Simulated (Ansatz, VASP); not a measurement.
# Cr in VASP and in Ansatz

File INCAR:

```
ALGO = Normal
EDIFF = 1E-6
ENCUT = 520
GGA = PE
ISIF = 2
ISMEAR = -1
ISPIN = 2
LASPH = T
LCHARG = F
LMAXMIX = 4
LORBIT = 11
LREAL = F
LWAVE = F
MAGMOM = 1.5 -1.5
NBANDS = 23
NELM = 150
PREC = Accurate
SIGMA = 0.01
```

KPOINTS

```
k-points
0
Gamma
  16 16 16
```

File POSCAR:

```
Cr
1.0
    2.8370807469      0.0000000000      0.0000000000
    0.0000000000      2.8370807469      0.0000000000
    0.0000000000      0.0000000000      2.8370807469
Cr
2
Direct
    0.0000000000      0.0000000000      0.0000000000
    0.5000000000      0.5000000000      0.5000000000
```

Input for Ansatz:

```yaml
crystal:
  atoms:
  - position: [0.0, 0.0, 0.0]
    spin: 1.5
    symbol: Cr
  - position: [0.5, 0.5, 0.5]
    spin: -1.5
    symbol: Cr
  lattice:
  - [2.8370807469214796, 0.0, 0.0]
  - [0.0, 2.8370807469214796, 0.0]
  - [0.0, 0.0, 2.8370807469214796]
hamiltonian:
  dispersion: none
  pseudopotentials:
    dirac_shells:
      Cr: [2p]
    kind: all_electron
    lapw: {basis_error: 0.025 meV}
    relativity: scalar
  xc: pbe
kpoints:
  mp_grid:
    grid: [16, 16, 16]
    shift: [0, 0, 0]
magnetization: {spin_polarized: true}
output: {forces: true, stress: true}
scf:
  convergence: {dr2_threshold: 1e-10 eV}
  lower_state_search: 'off'
  max_iter: 200
  occupations: {method: fermi_dirac, width: 0.01}
```

Alike in both runs: task single point; functional PBE; k mesh 16 × 16 × 16; occupations fermi-dirac, width 0.01 eV; collinear spin.

```csv
,VASP,Ansatz
version,VASP 6.6.1,Ansatz 0.2 development build
potentials or method,"VASP PAW PBE potentials, release 64 (Cr_pv), cutoff 520 eV","all-electron full-potential LAPW, scalar-relativistic"
```

Ansatz gave:

```
pressure (GPa)                                                : 6.4
net moment per atom (μB)                                      : 0.00
size of the moment on the site where the two differ most (μB) : 0.88
```

Q: What did VASP give for the same quantities?

A: Pressure (GPa): 6.2; net moment per atom (μB): 0.00; size of the moment on the site where the two differ most (μB): 0.93.

Site moments also hang on the region over which each program counts them. Ansatz ran all-electron here, and VASP with PAW potentials.
